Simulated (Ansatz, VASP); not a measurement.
## Two plane-wave programs on Pd

```
Pd
1.0
     0.00000    2.53755    2.53755
     2.53755    0.00000    2.53755
     2.53755    2.53755    0.00000
Pd
2
Cartesian
  0.0000 0.0000 0.0000
  2.5375 2.5375 2.5375
```

Alike in both runs: task single point; functional LDA; k mesh 18 × 18 × 18; occupations fermi-dirac, width 0.05 eV; collinear spin.

```csv
,VASP,Ansatz
version,VASP 6.6.1,Ansatz 0.2.0
potentials or method,"VASP PAW LDA potentials, release 64 (Pd), cutoff 520 eV","plane waves (420 eV) with PAW, scalar-relativistic"
valence electrons in the cell,20,36
```

```tsv
	VASP	Ansatz	Ansatz less VASP
pressure (GPa)	0.3	0.3	-0.02
net moment per atom (μB)	0.00	0.00	0.000
```

Ansatz warns that its potentials were made for another functional, while VASP's fit it. LDA's correlation is that of Perdew and Zunger in VASP and of Perdew and Wang (1992) in Ansatz. VASP's potentials hold 20 valence electrons a cell and Ansatz's 36, so a difference there can come from the potentials and not from the codes. Ansatz's warnings: seeded moment not kept.
